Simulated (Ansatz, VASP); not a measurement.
# Al3TeO4: VASP beside Ansatz

```
Al Te O
1.0
     6.28453    0.00000    0.00000
     0.00000    6.28453    0.00000
     0.00000    0.00000    6.28453
Al Te O
3 1 4
Direct
  0.50000 0.00000 0.00000
  0.00000 0.50000 0.00000
  0.00000 0.00000 0.50000
  0.00000 0.00000 0.00000
  0.00000 0.50000 0.50000
  0.50000 0.00000 0.50000
  0.50000 0.50000 0.00000
  0.50000 0.50000 0.50000
```

Alike in both runs: task single point; functional PBE; k mesh 4 × 4 × 4; occupations gaussian, width 0.1 eV; no spin polarisation.

|  | VASP | Ansatz |
| --- | --- | --- |
| version | VASP 6.6.1 | Ansatz 0.2.0 |
| potentials or method | VASP PAW PBE potentials, release 64 (Al, Te, O), cutoff 520 eV | scalar-relativistic, plane waves, PAW |
| valence electrons in the cell | 39 | 49 |

```tsv
	VASP	Ansatz	Ansatz less VASP
gap on the k mesh at the Fermi level (eV)	none	none	-
pressure (GPa)	-10.4	-10.4	+0.05
```

A gap of «none» marks a metal or a gap that the smearing closes. With one functional, cell and mesh, what is left measures potentials, basis and numerics. VASP's potentials hold 39 valence electrons a cell and Ansatz's 49, so a difference there can come from the potentials and not from the codes.

Neither program's run includes spin-orbit coupling.
